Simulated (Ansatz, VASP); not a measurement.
**TaN in VASP and in Ansatz**

```
CELL_PARAMETERS angstrom
2.95015 0.00000 0.00000
-1.47508 2.55491 0.00000
0.00000 0.00000 2.89773
ATOMIC_POSITIONS crystal
Ta 0.00000 0.00000 0.00000
N 0.33333 0.66667 0.50000
```

Alike in both runs: functional PBE; k mesh 15 × 15 × 13; occupations fermi-dirac, width 0.05 eV; no spin polarisation.

Ansatz relaxed the structure, and its values are those at the end. VASP's run is a single point on that final structure, the one shown.

|  | VASP | Ansatz |
| --- | --- | --- |
| version | VASP 6.6.1 | Ansatz 0.2.0 |
| potentials or method | VASP PAW PBE potentials, release 64 (Ta_pv, N) | PAW with Ansatz's default frozen-core files, scalar-relativistic |
| plane-wave cutoff (eV) | 520 | 420 |
| valence electrons in the cell | 16 | 18 |

VASP gave:

| Property | Result |
| --- | --- |
| pressure (GPa) | 0.7 |

Question: Which values does Ansatz return?

Answer: Pressure (GPa): 0.0.

VASP's potentials hold 16 valence electrons a cell and Ansatz's 18, so a difference there can come from the potentials and not from the codes.

Neither program's run includes spin-orbit coupling.
